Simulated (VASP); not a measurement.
Wanted: the native input for a VASP 6.6.1 run.

* Task: single point
* Functional: PBE
* Potentials or basis: VASP PAW PBE potentials, release 64 (Cd)
* Cutoff: 520 eV
* k mesh: 21 × 21 × 21
* Occupations: gaussian, width 0.1 eV
* Spin: no spin polarisation
* Dipole correction: no
* Further INCAR settings: ALGO = Fast; EDIFF = 1e-07; NBANDS = 12

The structure of Cd lies in POSCAR:

```
Cd
1.0
    2.4205754205      1.3975198706      1.1675684616
   -2.4205754205      1.3975198706      1.1675684616
    0.0000000000     -2.7950397412      1.1675684617
Cd
1
Direct
    0.0000000000      0.0000000000      0.0000000000
```

The cell was generated, and may not be a known phase.

The input as run:

INCAR

```
SYSTEM = Cd
ALGO     = Fast           ! electronic algorithm
EDIFF    = 1E-7           ! SCF threshold, eV
ENCUT    = 520            ! plane-wave cutoff, eV
GGA      = PE             ! functional
ISIF     = 2              ! what is computed and relaxed
ISMEAR   = 0              ! smearing method
LASPH    = .TRUE.         ! aspherical terms in the spheres
LCHARG   = .FALSE.        ! write CHGCAR
LREAL    = .FALSE.        ! projectors in reciprocal space
LWAVE    = .FALSE.        ! write WAVECAR
NBANDS   = 12             ! bands
NELM     = 80             ! most SCF steps
PREC     = Accurate       ! precision mode
SIGMA    = 0.1            ! smearing width, eV
```

KPOINTS

```
k-points
0
G
  21 21 21
  0 0 0
```

Potentials or basis: VASP PAW PBE potentials, release 64 (Cd).

The run is started by

```sh
$ cat potpaw_PBE.64/Cd/POTCAR > POTCAR
$ mpirun -np 1 vasp_std > vasp.out
```

Results of the run:

```
Pressure               : 0.2 GPa
Band gap on the k mesh : zero (bands 6 and 7 overlap by 4.84 eV)
```

Run time: 88 s on 1 thread of AMD EPYC 9R45 96-Core Processor (Zen 5), with other jobs on the host, peak memory 0.3 GiB.
